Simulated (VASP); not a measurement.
# C (Fd-3m) in VASP: notebook, part 2 of 2

VASP 6.6.1. Earlier steps stand in the parts before.

## Step 6: Single point, LDA

This run uses another cell than the first one, of 5.51 Å³/atom, 0.970 times its volume.

Input file INCAR:

```
SYSTEM = C
PREC     = Accurate       ! precision mode
ENCUT    = 600            ! plane-wave cutoff, eV
EDIFF    = 1E-6           ! SCF threshold, eV
ISMEAR   = 0              ! smearing method
SIGMA    = 0.01           ! smearing width, eV
LREAL    = .FALSE.        ! projectors in reciprocal space
LASPH    = .TRUE.         ! aspherical terms in the spheres
NELM     = 120            ! most SCF steps
ALGO     = Normal         ! electronic algorithm
ISIF     = 2              ! what is computed and relaxed
LWAVE    = .FALSE.        ! write WAVECAR
LCHARG   = .FALSE.        ! write CHGCAR
GGA      = CA             ! functional
NBANDS   = 11             ! bands
GGA_COMPAT= .FALSE.
```

Input file KPOINTS:

```
Automatic mesh
0
G
  10 10 10
  0 0 0
```

Input file POSCAR:

```
C
1.0
    0.0000000000      1.7657474443      1.7657474443
    1.7657474443      0.0000000000      1.7657474443
    1.7657474443      1.7657474443      0.0000000000
C
2
Direct
    0.0000000000      0.0000000000      0.0000000000
    0.2500000000      0.2500000000      0.2500000000
```

Potentials or basis: VASP PAW LDA potentials, release 64 (C).

Launch:

```
$ cat potpaw_LDA.64/C/POTCAR > POTCAR
$ mpirun -np 1 vasp_std > vasp.out
```

OUTCAR:

```text
SYSTEM = C
   PREC = Accurate
   ENCUT = 600
   EDIFF = 1E-6
   ISMEAR = 0
   LREAL = .FALSE.
   LASPH = .TRUE.
   NELM = 120
   ISIF = 2
   GGA = CA

 ion  position               nearest neighbor table
   1  0.000  0.000  0.000-   2 1.53   2 1.53   2 1.53   2 1.53
   2  0.250  0.250  0.250-   1 1.53   1 1.53   1 1.53   1 1.53

  LATTYP: Found a face centered cubic cell.
 ALAT       =     3.5314948886

  Lattice vectors:

 A1 = (   0.0000000000,   1.7657474443,   1.7657474443)
 A2 = (   1.7657474443,   0.0000000000,   1.7657474443)
 A3 = (   1.7657474443,   1.7657474443,   0.0000000000)

Analysis of symmetry for initial positions (statically):
=====================================================================
 Subroutine PRICEL returns:
 Original cell was already a primitive cell.

 Routine SETGRP: Setting up the symmetry group for a
 face centered cubic supercell.

 Subroutine GETGRP returns: Found 48 space group operations
 (whereof 24 operations were pure point group operations)
 out of a pool of 48 trial point group operations.

The static configuration has the point symmetry T_d .
 The point group associated with its full space group is O_h .

Analysis of symmetry for dynamics (positions and initial velocities):
=====================================================================
 Subroutine PRICEL returns:
 Original cell was already a primitive cell.

 Routine SETGRP: Setting up the symmetry group for a
 face centered cubic supercell.

 Subroutine GETGRP returns: Found 48 space group operations
 (whereof 24 operations were pure point group operations)
 out of a pool of 48 trial point group operations.

The dynamic configuration has the point symmetry T_d .
 The point group associated with its full space group is O_h .
[... 115 lines left out ...]
   EFERMI_NEDOS =   21; number of points for ismear=-14 and -15
   IALGO  =     38    algorithm
   IMIX   =      4    mixing-type and parameters
     AMIX     =   0.40;   BMIX     =  1.00
     AMIX_MAG =   1.60;   BMIX_MAG =  1.00
  volume/ion in A,a.u.               =       5.51        37.15
  Fermi-wavevector in a.u.,A,eV,Ry     =   1.471746  2.781197 29.470719  2.166037
  Thomas-Fermi vector in A             =   2.586845
   LORBIT       =      0    0 simple, 1 ext, 2 COOP (PROOUT), +10 PAW based schemes
   GGA     = CA    functional components
   LHFCALC =     F    Hartree Fock is set to
   AEXX    =    0.0000 exact exchange contribution
   IVDW    =     0    specifies the selected vdW correction
   LEPSILON=     F    determine dielectric tensor
   LRPA    =     F    only Hartree local field effects (RPA)
 non-spin polarized calculation
 Gauss-broadening in eV      SIGMA  =   0.01
  energy-cutoff  :      600.00
  volume of cell :       11.01
 maximum number of plane-waves:       377
   NGX =  9   NGY =  9   NGZ =  9

 number of electron       7.9999998 magnetization

 Free energy of the ion-electron system (eV)
  ---------------------------------------------------
  ext. energy  EPLUGINS =         0.00000000
  ---------------------------------------------------
  free energy    TOTEN  =       -20.25193673 eV

  energy without entropy =      -20.25193673  energy(sigma->0) =      -20.25193673

 E-fermi :  10.3435     XC(G=0): -13.6442

 val. band max:       10.1627448910   @ k =   0.0000   0.0000   0.0000
 cond. band min:      14.3671656851   @ k =   0.4000   0.4000   0.0000
 fundamental gap:      4.2044207941
 Fermi energy:        10.3435272332

 k-point     1 :       0.0000    0.0000    0.0000
  band No.  band energies     occupation
      1     -11.5561      2.00000
      2      10.1627      2.00000
      3      10.1627      2.00000
      4      10.1627      2.00000
      5      15.7895      0.00000
      6      15.7895      0.00000
      7      15.7895      0.00000
      8      24.4052      0.00000
      9      29.5625      0.00000
     10      37.1300      0.00000
     11      37.1300      0.00000
[... 309 lines left out ...]
 k-point    24 :       0.4000    0.3000    0.0000
  band No.  band energies     occupation
      1      -6.8715      2.00000
      2       2.1351      2.00000
      3       4.0232      2.00000
      4       4.6562      2.00000
      5      15.0032      0.00000
      6      18.2119      0.00000
      7      24.4559      0.00000
      8      24.5634      0.00000
      9      32.3191      0.00000
     10      33.1537      0.00000
     11      41.3080      0.00000

 [... further k-points ...]
[... 5 lines left out ...]
  --------------------------------------------------------------------------------------
  -------------------------------------------------------------------------------------
  Total        0.0641057      0.0641057      0.0641057     -0.0000000     -0.0000000      0.0000000
  in kB        9.3280676      9.3280676      9.3280676     -0.0000000     -0.0000000      0.0000000
  external PRESSURE =       9.3280676 kB  Pullay stress =       0.0000000 kB

 VOLUME and BASIS-vectors are now :
 -----------------------------------------------------------------------------
  energy-cutoff  :      600.00
  volume of cell :       11.01
      direct lattice vectors                 reciprocal lattice vectors
     0.000000000  1.765747444  1.765747444    -0.283166203  0.283166203  0.283166203
     1.765747444  0.000000000  1.765747444     0.283166203 -0.283166203  0.283166203
     1.765747444  1.765747444  0.000000000     0.283166203  0.283166203 -0.283166203

 POSITION                                       TOTAL-FORCE (eV/Angst)
 -----------------------------------------------------------------------------------
      0.00000      0.00000      0.00000        -0.000000     -0.000000     -0.000000
      0.88287      0.88287      0.88287         0.000000      0.000000      0.000000
 -----------------------------------------------------------------------------------
    total drift:                                0.000000      0.000000      0.000000

  FREE ENERGIE OF THE ION-ELECTRON SYSTEM (eV)
  ---------------------------------------------------
  free  energy   TOTEN  =       -20.2519367332 eV

  energy  without entropy=      -20.2519367332  energy(sigma->0) =      -20.25193673
```

OSZICAR:

```text
N       E                     dE             d eps       ncg     rms          rms(c)
DAV:   1    -0.220890394852E+00   -0.22089E+00   -0.52049E+03  1050   0.806E+02
DAV:   2    -0.207138660032E+02   -0.20493E+02   -0.19862E+02  1341   0.133E+02
DAV:   3    -0.211185610988E+02   -0.40470E+00   -0.40359E+00  1217   0.146E+01
DAV:   4    -0.211193047200E+02   -0.74362E-03   -0.74360E-03  1111   0.778E-01
DAV:   5    -0.211193057673E+02   -0.10472E-05   -0.10473E-05  1172   0.278E-02    0.589E+00
DAV:   6    -0.204758586312E+02    0.64345E+00   -0.34412E-01  1064   0.409E+00    0.341E+00
DAV:   7    -0.202520545822E+02    0.22380E+00   -0.40788E-01  1115   0.446E+00    0.749E-01
DAV:   8    -0.202519512583E+02    0.10332E-03   -0.99523E-03  1073   0.830E-01    0.293E-02
DAV:   9    -0.202519352416E+02    0.16017E-04   -0.37844E-05  1184   0.485E-02    0.208E-02
DAV:  10    -0.202519368104E+02   -0.15689E-05   -0.22188E-06  1104   0.124E-02    0.494E-03
DAV:  11    -0.202519367332E+02    0.77213E-07   -0.90954E-08   556   0.232E-03
   1 F= -.20251937E+02 E0= -.20251937E+02  d E =-.195206-146
```

stdout:

```text
POSCAR found type information on POSCAR C
 POSCAR found :  1 types and       2 ions
 scaLAPACK will be used
 LDA part: xc-table for (Slater(with rela. corr.)+CA(PZ))
 , standard interpolation
 POSCAR, INCAR and KPOINTS ok, starting setup
 FFT: planning ... GRIDC
 FFT: planning ... GRID_SOFT
 FFT: planning ... GRID
 WAVECAR not read
 entering main loop
```

Run time: 2.9 s. Hardware: 1 thread of Intel Xeon Platinum 8559C (Emerald Rapids), shared host; peak memory 0.11 GiB.

What came out:

| Property | Result |
| --- | --- |
| Free energy | -20.2519 eV |
| Pressure | 0.9 GPa |
| Band gap on the k mesh | 4.20 eV, indirect (least direct gap 5.63 eV) |

A k mesh can miss the band edges. A hybrid or GW would open this gap; LDA tends to underestimate it.

## Step 7: Overview

| cell | k mesh | smearing | gap on the mesh (eV) | pressure (GPa) |
| --- | --- | --- | --- | --- |
| a = 2.522 Å, angles 60.0°, 2 atoms | 8 × 8 × 8 | gaussian 0.1 eV | 4.10 | -12.5 |
| a = 2.497 Å, angles 60.0°, 2 atoms | 10 × 10 × 10 | gaussian 0.1 eV | 4.20 | 0.9 |
| a = 2.497 Å, angles 60.0°, 2 atoms | 10 × 10 × 10 | gaussian 0.02 eV | 4.20 | 0.9 |
| a = 2.497 Å, angles 60.0°, 2 atoms | 10 × 10 × 10 | gaussian 0.01 eV | 4.20 | 0.9 |

Alike in all rows: task single point; level LDA; potentials or basis VASP PAW LDA potentials, release 64 (C); no spin polarisation; cutoff (eV) 600.

Absolute energies hang on the potentials; compare differences alone.
